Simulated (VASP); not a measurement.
WC, 12 atoms in the cell. The cell holds a slab with vacuum, 12 atoms: a = 2.922 Å, b = 2.922 Å, c = 30.659 Å, α = 90.00°, β = 90.00°, γ = 120.00°.  This cell differs from its parent crystal: atoms taken out.

```yaml
Program: VASP 6.6.1
Task: single point
Functional: PBE
Potentials_or_basis: VASP PAW PBE potentials, release 64 (C, W_sv)
Cutoff: 520 eV
k_mesh: 12 × 12 × 1
Occupations: gaussian, width 0.1 eV
Spin: no spin polarisation
Dipole_correction: yes
Further_INCAR_settings: ALGO = Normal; EDIFF = 1e-06; NBANDS = 66
```

Potentials or basis: VASP PAW PBE potentials, release 64 (C, W_sv).

The run is started by

```bash
$ cat potpaw_PBE.64/C/POTCAR potpaw_PBE.64/W_sv/POTCAR > POTCAR
$ mpirun -np 1 vasp_std > vasp.out
```

Hardware: 1 thread of AMD EPYC 7R43 64-Core Processor (Zen 3) (shared host).

**Question.** How long does it take, and how much memory?

**Answer.** Run time: 33 min on 1 thread of AMD EPYC 7R43 64-Core Processor (Zen 3), with other jobs on the host, peak memory 0.42 GiB. Counts: scf iterations 53, k points 19.
